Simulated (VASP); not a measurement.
Runs of VASP 6.6.1 on BeS. The structure is that of space group F-43m (No. 216), or close to it. The cells are those of the table. 

| task | cell | cutoff (eV) | gap on the mesh (eV) | pressure (GPa) |
| --- | --- | --- | --- | --- |
| single point | a = 3.420 Å, angles 60.0°, 2 atoms | 520 | 3.55 | (b) |
| single point | a = 3.370 Å, angles 60.0°, 2 atoms | 520 | 3.45 | 7.3 |
| single point | a = 3.399 Å, angles 60.0°, 2 atoms | 520 | (a) | 4.3 |
| relaxation of cell and atoms | relaxed to 7 GPa from a = 3.443 Å, angles 60.0°, 2 atoms | 600 | 3.45 | 7.0 |
| single point | a = 3.431 Å, angles 60.0°, 2 atoms | 520 | 3.58 | 1.3 |
| single point | a = 3.344 Å, angles 60.0°, 2 atoms | 520 | 3.39 | 10.3 |
| single point | a = 3.305 Å, angles 60.0°, 2 atoms | 520 | (d) | 15.2 |
| relaxation of cell and atoms | relaxed to 15 GPa from a = 3.443 Å, angles 60.0°, 2 atoms | 600 | (c) | 15.0 |

Alike in all rows: level r2SCAN; potentials or basis VASP PAW PBE potentials, release 64 (Be, S); no spin polarisation; k mesh 8 × 8 × 8; smearing gaussian 0.01 eV.

**Question.** Estimate the missing entries.

**Answer.** (a) 3.51; (b) 2.3; (c) 3.30; (d) 3.29.

Caveats: the PAW data sets were made with another functional, which shifts forces and pressure a little; the cell is relaxed towards a set pressure, so the enthalpy falls and the energy may rise (some runs).

A k mesh can miss the band edges.
